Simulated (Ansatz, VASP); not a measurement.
# One calculation of Cl, two programs

```
CELL_PARAMETERS angstrom
6.59146 0.00000 0.00000
0.00000 4.06878 0.00000
0.00000 0.00000 7.97081
ATOMIC_POSITIONS crystal
Cl 0.50000 0.37152 0.10948
Cl 0.50000 0.87152 0.39052
Cl 0.50000 0.62848 0.89052
Cl 0.50000 0.12848 0.60948
Cl 0.00000 0.87152 0.10948
Cl 0.00000 0.37152 0.39052
Cl 0.00000 0.12848 0.89052
Cl 0.00000 0.62848 0.60948
```

Change from the starting cell: strain along c alone, the other axes held, atoms relaxed: -1.5 %.

Alike in both runs: functional PBE; dispersion D3(BJ); k mesh 4 × 8 × 4; occupations gaussian, width 0.02 eV; no spin polarisation.

Ansatz relaxed the structure, and its values are those at the end. VASP's run is a single point on that final structure, the one shown.

|  | VASP | Ansatz |
| --- | --- | --- |
| version | VASP 6.6.1 | Ansatz 0.2.0 |
| potentials or method | VASP PAW PBE potentials, release 64 (Cl), cutoff 520 eV | scalar-relativistic, plane waves, PAW |
| valence electrons in the cell | 56 | 56 |

|  | VASP | Ansatz | Ansatz less VASP |
| --- | --- | --- | --- |
| gap on the k mesh at the Fermi level (eV) | 2.30 | 2.26 | -0.044 |
| least direct gap on the mesh (eV) | 2.30 | 2.26 | -0.044 |
| pressure (GPa) | -0.2 | 0.2 | +0.36 |
| rms of the force components (eV/Å) | 0.097 | 0.002 | -0.0949 |

Ansatz's warnings: stress scf threshold loose.
